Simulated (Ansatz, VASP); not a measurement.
## One calculation of Se, two programs

Contents of INCAR:

```
PREC     = Accurate       # precision mode
ENCUT    = 500            # plane-wave cutoff, eV
EDIFF    = 1E-6           # SCF threshold, eV
ISMEAR   = 0              # smearing method
SIGMA    = 0.1            # smearing width, eV
LREAL    = False          # projectors in reciprocal space
LASPH    = True           # aspherical terms in the spheres
NELM     = 200            # most SCF steps
ALGO     = Normal         # electronic algorithm
ISIF     = 2              # what is computed and relaxed
LWAVE    = False          # write WAVECAR
LCHARG   = False          # write CHGCAR
LDAU     = True           # DFT+U
LDAUTYPE = 2            
LDAUL    = 1              # shell
LDAUU    = 2.2            # U, eV
LDAUJ    = 0            
LDAUPRINT= 1            
GGA      = PE             # functional
NBANDS   = 9              # bands
GGA_COMPAT= False
```

The input KPOINTS:

```
regular mesh
0
Gamma
  10 10 10
```

The input POSCAR:

```
Se
1.0
   -1.7034486149      1.7034486149      1.7034486149
    1.7034486149     -1.7034486149      1.7034486149
    1.7034486149      1.7034486149     -1.7034486149
Se
1
Direct
    0.0000000000      0.0000000000      0.0000000000
```

Input for Ansatz:

```yaml
crystal:
  lattice:
    - [-1.7034486149, 1.7034486149, 1.7034486149]
    - [1.7034486149, -1.7034486149, 1.7034486149]
    - [1.7034486149, 1.7034486149, -1.7034486149]
  atoms:
    - { symbol: Se, position: [0.0, 0.0, 0.0] }
basis:
  ecutwfc: 420
kpoints:
  mp_grid: { grid: [10, 10, 10] }
hamiltonian:
  xc: pbe
  hubbard: { sites: [{ species: Se, l: p, u_eff: 2.2 }], projectors: atomic }
scf:
  occupations: { method: gaussian, width: 0.1 }
  n_extra_bands: 12
output:
  forces: true
  stress: true
  eigenvalues: true
accuracy: high
```

Alike in both runs: task single point; functional PBE; k mesh 10 × 10 × 10; occupations gaussian, width 0.1 eV; no spin polarisation; Hubbard terms Se p U = 2.2 eV.

|  | VASP | Ansatz |
| --- | --- | --- |
| version | VASP 6.6.1 | Ansatz 0.2.0 |
| potentials or method | VASP PAW PBE potentials, release 64 (Se), cutoff 500 eV | scalar-relativistic, plane waves, PAW |
| valence electrons in the cell | 6 | 16 |

|  | VASP | Ansatz | Ansatz less VASP |
| --- | --- | --- | --- |
| gap on the k mesh at the Fermi level (eV) | none | none | - |
| pressure (GPa) | 2.8 | -1.7 | -4.47 |

The programs project onto different local orbitals, so the same U acts differently, and such runs can settle in different states. A gap of «none» marks a metal or a gap that the smearing closes. VASP's potentials hold 6 valence electrons a cell and Ansatz's 16, so a difference there can come from the potentials and not from the codes. Ansatz's warnings: filled band counts differ across k points.
